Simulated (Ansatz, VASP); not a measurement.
# NaBe4: VASP beside Ansatz

Contents of INCAR:

```
SYSTEM = NaBe4
PREC = Accurate ; ENCUT = 600
EDIFF = 1E-7 ; ISMEAR = 0
SIGMA = 0.1 ; LREAL = .FALSE.
LASPH = .TRUE. ; NELM = 100
ALGO = Fast ; ISIF = 3
LWAVE = .FALSE. ; LCHARG = .FALSE.
GGA = PE ; IBRION = 2
NSW = 90 ; EDIFFG = -0.04
```

The input KPOINTS:

```
Automatic mesh
0
G
  6 6 2
  0 0 0
```

Contents of POSCAR:

```
NaBe4
1.0
    2.5146605700      0.0000000000      0.0000000000
   -1.2573302800      2.1777599300      0.0000000000
    0.0000000000      0.0000000000      8.0858442400
Na Be
1 4
Direct
    0.0000000000      0.0000000000      0.0000000000
    0.3333333300      0.6666666700      0.8658552800
    0.3333333300      0.6666666700      0.3767953500
    0.6666666700      0.3333333300      0.1341447200
    0.6666666700      0.3333333300      0.6232046500
```

Input for Ansatz:

```yaml
crystal:
  lattice:
    - [2.51466057, 0.0, 0.0]
    - [-1.25733028, 2.17775993, 0.0]
    - [0.0, 0.0, 8.08584424]
  atoms:
    - { symbol: Na, position: [0.0, 0.0, 0.0] }
    - { symbol: Be, position: [0.33333333, 0.66666667, 0.86585528] }
    - { symbol: Be, position: [0.33333333, 0.66666667, 0.37679535] }
    - { symbol: Be, position: [0.66666667, 0.33333333, 0.13414472] }
    - { symbol: Be, position: [0.66666667, 0.33333333, 0.62320465] }
basis:
  ecutwfc: 420
kpoints:
  mp_grid: { grid: [6, 6, 2] }
hamiltonian:
  xc: pbe
scf:
  occupations: { method: gaussian, width: 0.1 }
  lower_state_search: "off"
output:
  forces: true
  stress: true
  eigenvalues: true
relax:
  adjacent_minimum: "off"
  f_tol: 0.04
  max_steps: 70
  cell: { stress_tol: 0.4 }
```

Change from the starting cell: species swapped into the Co4H type (P-3m1, No. 164).

Alike in both runs: task relaxation of cell and atoms; functional PBE; k mesh 6 × 6 × 2; occupations gaussian, width 0.1 eV; no spin polarisation.

|  | VASP | Ansatz |
| --- | --- | --- |
| version | VASP 6.6.1 | Ansatz 0.2.0 |
| potentials or method | VASP PAW PBE potentials, release 64 (Na_pv, Be), cutoff 600 eV | scalar-relativistic, plane waves, PAW |
| valence electrons in the cell | 15 | 17 |

```tsv
	VASP	Ansatz	Ansatz less VASP
gap on the k mesh at the Fermi level, each at its own relaxed structure (eV)	none	none	-
relaxed volume (Å³/atom)	10.74	10.67	-0.067
relaxed length of the cell vector where the two differ most in proportion (Å)	2.465	2.456	-0.0092
```

A gap of «none» marks a metal or a gap that the smearing closes. VASP's potentials hold 15 valence electrons a cell and Ansatz's 17, so a difference there can come from the potentials and not from the codes.

The k mesh is coarse, so the values compare programs but aren't converged. Noted on VASP's run: the volume moved by over 15 % at a fixed basis, so the end points are rough.
